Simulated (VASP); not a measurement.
A run of VASP 6.6.1 is set up as follows.

INCAR

```
PREC = Accurate ; ENCUT = 600
EDIFF = 1E-6 ; ISMEAR = 0
SIGMA = 0.02 ; LREAL = False
LASPH = True ; NELM = 120
ALGO = Normal ; ISIF = 2
LWAVE = False ; LCHARG = False
GGA = PE ; NBANDS = 11
GGA_COMPAT = False
```

File KPOINTS:

```
Automatic mesh
0
Gamma
  8 8 8
```

POSCAR

```
BeS
1.0
    0.0000000000      2.4858818139      2.4858818139
    2.4858818139      0.0000000000      2.4858818139
    2.4858818139      2.4858818139      0.0000000000
Be S
1 1
Direct
    0.5000000000      0.5000000000      0.5000000000
    0.2500000000      0.2500000000      0.2500000000
```

Potentials or basis: VASP PAW PBE potentials, release 64 (Be, S).

The run is started by

```console
$ cat potpaw_PBE.64/Be/POTCAR potpaw_PBE.64/S/POTCAR > POTCAR
$ mpirun -np 1 vasp_std > vasp.out
```

(1) What does it give for the pressure?

(2) Estimate the band gap on the k mesh.

Results:

(1) -4.8 GPa.

(2) 3.26 eV, indirect (least direct gap 5.27 eV).
